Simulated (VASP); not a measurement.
A run of VASP 6.6.1 is set up as follows.

INCAR

```
PREC     = Accurate       # precision mode
ENCUT    = 520            # plane-wave cutoff, eV
EDIFF    = 1E-7           # SCF threshold, eV
ISMEAR   = 0              # smearing method
SIGMA    = 0.1            # smearing width, eV
LREAL    = False          # projectors in reciprocal space
LASPH    = True           # aspherical terms in the spheres
NELM     = 150            # most SCF steps
ALGO     = Normal         # electronic algorithm
ISIF     = 2              # what is computed and relaxed
LWAVE    = False          # write WAVECAR
LCHARG   = False          # write CHGCAR
ISPIN    = 2              # spin polarisation
MAGMOM   = 0.64 0 0 0 0   # initial moments
LORBIT   = 11             # projections on sites
GGA      = PE             # functional
NBANDS   = 26             # bands
```

The input KPOINTS:

```
Automatic mesh
0
Gamma
  10 10 10
```

Contents of POSCAR:

```
Si2F3
1.0
    4.2460163107      0.0000000000      0.0000000000
    0.0000000000      4.2460163107      0.0000000000
    0.0000000000      0.0000000000      4.2460163107
Si F
2 3
Direct
    0.0000000000      0.0000000000      0.0000000000
    0.5000000000      0.5000000000      0.5000000000
    0.0000000000      0.5000000000      0.5000000000
    0.5000000000      0.0000000000      0.5000000000
    0.5000000000      0.5000000000      0.0000000000
```

Potentials or basis: VASP PAW PBE potentials, release 64 (Si, F).

The run is started by

```bash
$ cat potpaw_PBE.64/Si/POTCAR potpaw_PBE.64/F/POTCAR > POTCAR
$ mpirun -np 1 vasp_std > vasp.out
```

Question: Predict the pressure.

Answer: -0.2 GPa.

Question: Predict the site moments.

Answer: Si +0.34, +0.04; F +0.03 μB.

Question: What does it give for the net moment?

Answer: 1.10 μB per cell.
